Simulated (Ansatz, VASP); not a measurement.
**ZnSe in VASP and in Ansatz**

```
CELL_PARAMETERS angstrom
0.00000 2.81680 2.81680
2.81680 0.00000 2.81680
2.81680 2.81680 0.00000
ATOMIC_POSITIONS crystal
Zn 0.00000 0.00000 0.00000
Se 0.25000 0.25000 0.25000
```

Alike in both runs: functional PBEsol; k mesh 8 × 8 × 8; occupations gaussian, width 0.02 eV; no spin polarisation.

Ansatz relaxed the structure, and its values are those at the end. VASP's run is a single point on that final structure, the one shown.

|  | VASP | Ansatz |
| --- | --- | --- |
| version | VASP 6.6.1 | Ansatz 0.2.0 |
| potentials or method | VASP PAW PBE potentials, release 64 (Zn, Se), cutoff 500 eV | scalar-relativistic, plane waves, PAW |
| valence electrons in the cell | 18 | 28 |

Ansatz gave:

* gap on the k mesh at the Fermi level (eV): 1.23
* least direct gap on the mesh (eV): 1.23
* pressure (GPa): 0.0

**Question.** What did VASP give for the same quantities?

**Answer.** gap on the k mesh at the Fermi level (eV): 1.24; least direct gap on the mesh (eV): 1.24; pressure (GPa): 0.3.

VASP's potentials were made for PBE, not for PBEsol, and Ansatz warns of the same on its side. VASP's potentials hold 18 valence electrons a cell and Ansatz's 28, so a difference there can come from the potentials and not from the codes.
